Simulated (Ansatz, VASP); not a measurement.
## Rh: VASP beside Ansatz

```
CELL_PARAMETERS angstrom
2.75772 0.00000 0.00000
-1.37886 2.38825 0.00000
0.00000 0.00000 4.43559
ATOMIC_POSITIONS crystal
Rh 0.66667 0.33333 0.75000
Rh 0.33333 0.66667 0.25000
```

Change from the starting cell: equal strain along all axes, cell held, atoms relaxed: +2.0 %.

Alike in both runs: task single point; functional r2SCAN; k mesh 24 × 24 × 12; occupations gaussian, width 0.1 eV; no spin polarisation.

|  | VASP | Ansatz |
| --- | --- | --- |
| version | VASP 6.6.1 | Ansatz 0.2.0 |
| potentials or method | VASP PAW PBE potentials, release 64 (Rh_pv), cutoff 520 eV | scalar-relativistic, plane waves, PAW |
| valence electrons in the cell | 30 | 34 |

|  | VASP | Ansatz | Ansatz less VASP |
| --- | --- | --- | --- |
| gap on the k mesh at the Fermi level (eV) | none | none | - |
| pressure (GPa) | -13.4 | -14.3 | -0.89 |
| traceless stress, the component that is largest in VASP (GPa) | 0.14 | 0.10 | -0.040 |

VASP's potentials were made for PBE, not for r2SCAN. A gap of «none» marks a metal or a gap that the smearing closes. VASP's potentials hold 30 valence electrons a cell and Ansatz's 34, so a difference there can come from the potentials and not from the codes.
